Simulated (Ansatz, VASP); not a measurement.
## One calculation of MnO2, two programs

POSCAR

```
MnO2
1.0
    2.9126037410      0.0000000000      0.0000000000
   -1.4563018705      2.5223888309      0.0000000000
    0.0000000000      0.0000000000      4.6916199912
Mn O
1 2
Direct
    0.0000000000      0.0000000000      0.5000000000
    0.3333333333      0.6666666667      0.7062925700
    0.6666666667      0.3333333333      0.2937074300
```

The input INCAR.step1:

```
  PREC = Accurate
  ENCUT = 520
  ISMEAR = -1
  SIGMA = 0.05
  LREAL = F
  LASPH = T
  NELM = 150
  ISPIN = 2
  MAGMOM = 4 0 0
  LMAXMIX = 4
  NBANDS = 24
  GGA = PE
  ALGO = Normal
  EDIFF = 1E-4
  LWAVE = T
  LCHARG = F
```

The input INCAR.step2:

```
  PREC = Accurate
  ENCUT = 520
  EDIFF = 1E-6
  ISMEAR = -1
  SIGMA = 0.05
  LREAL = F
  LASPH = T
  NELM = 150
  ALGO = Normal
  ISIF = 2
  LWAVE = F
  LCHARG = F
  ISPIN = 2
  MAGMOM = 4 0 0
  LORBIT = 11
  LMAXMIX = 4
  METAGGA = R2SCAN
  LMIXTAU = T
  NBANDS = 24
  ISTART = 1
```

KPOINTS

```
Automatic mesh
0
Gamma
  11 11 6
```

The input input.yaml:

```yaml
crystal:
  lattice:
    - [2.912603741, 0.0, 0.0]
    - [-1.4563018705, 2.5223888309, 0.0]
    - [0.0, 0.0, 4.6916199912]
  atoms:
    - { symbol: Mn, position: [0.0, 0.0, 0.5], spin: 4.0 }
    - { symbol: O, position: [0.3333333333, 0.6666666667, 0.70629257] }
    - { symbol: O, position: [0.6666666667, 0.3333333333, 0.29370743] }
hamiltonian:
  xc: r2scan
  pseudopotentials: { kind: paw }
magnetization:
  spin_polarized: true
kpoints:
  mp_grid: { grid: [11, 11, 6] }
scf:
  occupations: { method: fermi_dirac, width: 0.05 }
output:
  forces: true
  stress: true
  eigenvalues: true
```

Alike in both runs: task single point; functional r2SCAN; k mesh 11 × 11 × 6; occupations fermi-dirac, width 0.05 eV; collinear spin.

```csv
,VASP,Ansatz
version,VASP 6.6.1,Ansatz 0.2.0
potentials or method,"VASP PAW PBE potentials, release 64 (Mn_pv, O)",Ansatz PAW
plane-wave cutoff (eV),520,500
valence electrons in the cell,25,27
```

Ansatz gave:

| Item | Value |
| --- | --- |
| gap on the k mesh at the Fermi level (eV) | 1.98 |
| least direct gap on the mesh (eV) | 2.22 |
| pressure (GPa) | -11.1 |
| traceless stress, the component that is largest in VASP (GPa) | 3.39 |
| rms of the force components (eV/Å) | 0.402 |
| net moment per atom (μB) | 1.00 |
| size of the moment on the site where the two differ most (μB) | 2.67 |

Q: What did VASP give for the same quantities?

A: gap on the k mesh at the Fermi level (eV): 1.88; least direct gap on the mesh (eV): 2.13; pressure (GPa): -10.1; traceless stress, the component that is largest in VASP (GPa): 2.84; rms of the force components (eV/Å): 0.368; net moment per atom (μB): 1.00; size of the moment on the site where the two differ most (μB): 3.01.

VASP's potentials were made for PBE, not for r2SCAN. Site moments also hang on the region over which each program counts them. Atom by atom the forces differ by 0.034 eV/Å (rms over components). VASP's potentials hold 25 valence electrons a cell and Ansatz's 27, so a difference there can come from the potentials and not from the codes.

Noted on Ansatz's run: the magnetic or orbital state may not be the lowest; odd divisions of the mesh miss points on the zone boundary, where band edges often lie, so the gap on the mesh can be too wide.
